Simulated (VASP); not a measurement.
Set up this calculation in VASP 6.6.1, as the native input.

| Property | Result |
| --- | --- |
| Task | single point |
| Functional | PBEsol |
| Potentials or basis | VASP PAW PBE potentials, release 64 (Be, Te) |
| Cutoff | 600 eV |
| k mesh | 8 × 8 × 8 |
| Occupations | gaussian, width 0.02 eV |
| Spin | no spin polarisation |
| Dipole correction | no |
| Further INCAR settings | ALGO = Normal; EDIFF = 1e-06; NBANDS = 11 |

The structure of BeTe (fa.b) lies in POSCAR:

```
BeTe
1.0
    0.0000000000      2.8024895328      2.8024895328
    2.8024895328      0.0000000000      2.8024895328
    2.8024895328      2.8024895328      0.0000000000
Be Te
1 1
Direct
    0.0000000000      0.0000000000      0.0000000000
    0.2500000000      0.2500000000      0.2500000000
```

One way to write it, as run:

INCAR

```
PREC = Accurate ; ENCUT = 600
EDIFF = 1E-6 ; ISMEAR = 0
SIGMA = 0.02 ; LREAL = F
LASPH = T ; NELM = 120
ALGO = Normal ; ISIF = 2
LWAVE = F ; LCHARG = F
GGA = PS ; NBANDS = 11
GGA_COMPAT = F
```

KPOINTS

```
Automatic mesh
0
Gamma
  8 8 8
```

Potentials or basis: VASP PAW PBE potentials, release 64 (Be, Te).

The run is started by

```sh
$ cat potpaw_PBE.64/Be/POTCAR potpaw_PBE.64/Te/POTCAR > POTCAR
$ mpirun -np 1 vasp_std > vasp.out
```

Results of the run:

| Item | Value |
| --- | --- |
| Pressure | 0.3 GPa |
| Band gap on the k mesh | 1.82 eV, indirect (least direct gap 3.59 eV) |

Caveat: the PAW data sets were made with another functional, which shifts forces and pressure a little; spin-orbit coupling is left out, which moves the levels of the heavy elements.

Wall time 6 s on 1 thread of Intel(R) Xeon(R) 6975P-C (Granite Rapids), with other jobs on the host, peak memory 0.18 GiB.
